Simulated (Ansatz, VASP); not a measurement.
**One calculation of Al2Au, two programs**

POSCAR

```
Al2Au
1.0
    0.0065590317      2.9914276034      2.9594610592
    2.9941330792      0.0136172287      2.9524128456
    3.0345454997      3.0247918103     -0.0267951919
Al Au
2 1
Direct
    0.3017200000      0.2537600000      0.1846200000
    0.7680600000      0.7266100000      0.7436800000
    0.9971400000      0.9727200000      0.0173000000
```

INCAR.step1

```
SYSTEM = Al2Au
ALGO = Normal
EDIFF = 1E-5
ENCUT = 550
GGA = PE
GGA_COMPAT = .False.
ISMEAR = -1
LASPH = .True.
LCHARG = .False.
LREAL = .False.
LWAVE = .True.
NBANDS = 16
NELM = 120
PREC = Accurate
SIGMA = 0.02
```

The input INCAR.step2:

```
SYSTEM = Al2Au
ALGO = Normal
EDIFF = 1E-6
ENCUT = 550
GGA_COMPAT = .False.
ISIF = 2
ISMEAR = -1
ISTART = 1
IVDW = 12
LASPH = .True.
LCHARG = .False.
LMIXTAU = .True.
LREAL = .False.
LWAVE = .False.
METAGGA = R2SCAN
NBANDS = 16
NELM = 120
PREC = Accurate
SIGMA = 0.02
VDW_A1 = 0.49484001
VDW_A2 = 5.73083694
VDW_S6 = 1.0
VDW_S8 = 0.78981345
```

KPOINTS

```
k-points
0
Gamma
  5 5 5
  0 0 0
```

Input for Ansatz:

```yaml
crystal:
  lattice:
    - [0.006559031699135952, 2.9914276033853793, 2.9594610592443846]
    - [2.9941330791699543, 0.013617228672178749, 2.95241284557682]
    - [3.0345454997454526, 3.024791810293313, -0.026795191903319474]
  atoms:
    - { symbol: Al, position: [0.30172, 0.25376, 0.18462] }
    - { symbol: Al, position: [0.76806, 0.72661, 0.74368] }
    - { symbol: Au, position: [0.99714, 0.97272, 0.0173] }
basis:
  ecutwfc: 650.0
  xc_grid: 2
kpoints:
  mp_grid:
    grid: [5, 5, 5]
hamiltonian:
  xc: r2scan
  dispersion: d3bj
scf:
  convergence:
    dr2_threshold: 1.0e-09
  occupations:
    method: fermi_dirac
    width: 0.02
output:
  forces: true
  stress: true
```

Alike in both runs: task single point; functional r2SCAN; dispersion D3(BJ); k mesh 5 × 5 × 5; occupations fermi-dirac, width 0.02 eV; no spin polarisation.

|  | VASP | Ansatz |
| --- | --- | --- |
| version | VASP 6.6.1 | Ansatz 0.2.0 |
| potentials or method | VASP PAW PBE potentials, release 64 (Al, Au), cutoff 550 eV | plane waves, PAW |
| valence electrons in the cell | 17 | 25 |

|  | VASP | Ansatz | Ansatz less VASP |
| --- | --- | --- | --- |
| pressure (GPa) | 2.1 | 2.4 | +0.32 |
| traceless stress, the component that is largest in VASP (GPa) | -4.96 | -4.98 | -0.017 |
| rms of the force components (eV/Å) | 0.717 | 0.718 | +0.0013 |

VASP's potentials were made for PBE, not for r2SCAN. Atom by atom the forces differ by 0.002 eV/Å (rms over components). VASP's potentials hold 17 valence electrons a cell and Ansatz's 25, so a difference there can come from the potentials and not from the codes. Ansatz's warnings: dispersion damping borrowed, stress scf threshold loose.

The k mesh is coarse, so the values compare programs but aren't converged. Neither program's run includes spin-orbit coupling.
